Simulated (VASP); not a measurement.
Set up this calculation in VASP 6.6.1, as the native input.

- Task: single point
- Functional: PBEsol
- Dispersion: D4
- Potentials or basis: VASP PAW PBE potentials, release 64 (Ag)
- Cutoff: 520 eV
- k mesh: 8 × 8 × 8
- Occupations: methfessel-paxton, width 0.1 eV
- Spin: non-collinear spin, zero start, spin-orbit coupling
- Starting moments: [[0.0, 0.0, 0.0]] μB
- Dipole correction: no
- Further INCAR settings: ALGO = Normal; EDIFF = 1e-06; NBANDS = 22

The structure of Ag lies in POSCAR:

```
Ag
1.0
    0.0000000000      2.0696313722      2.0696313722
    2.0696313722      0.0000000000      2.0696313722
    2.0696313722      2.0696313722      0.0000000000
Ag
1
Direct
    0.0000000000      0.0000000000      0.0000000000
```

This cell differs from its parent crystal: volume scaled by 1.04.

One way to write it, as run:

INCAR

```
PREC = Accurate
ENCUT = 520
EDIFF = 1E-6
ISMEAR = 1
SIGMA = 0.1
LREAL = False
LASPH = True
NELM = 150
ALGO = Normal
ISIF = 2
LWAVE = False
LCHARG = True
MAGMOM = 0 0 0
LORBIT = 11
LSORBIT = True
GGA_COMPAT = False
LORBMOM = True
LMAXMIX = 4
GGA = PS
IVDW = 13
LVHAR = True
NBANDS = 22
```

KPOINTS

```
Automatic mesh
0
Gamma
  8 8 8
```

Potentials or basis: VASP PAW PBE potentials, release 64 (Ag).

Command:

```sh
$ cat potpaw_PBE.64/Ag/POTCAR > POTCAR
$ mpirun -np 1 vasp_ncl > vasp.out
```

Results of the run:

```
Pressure                                              : -8.7 GPa
Net moment                                            : 0.00 μB per cell
Valence electrons inside the program's atomic spheres : Ag 9.83
Dispersion energy per atom                            : -0.319 eV
```

Caveat: the PAW data sets were made with another functional, which shifts forces and pressure a little.

It took 24 s on 1 thread of Intel(R) Xeon(R) Platinum 8259CL CPU @ 2.50GHz (Skylake/Cascade Lake) (shared host), peak memory 0.2 GiB.
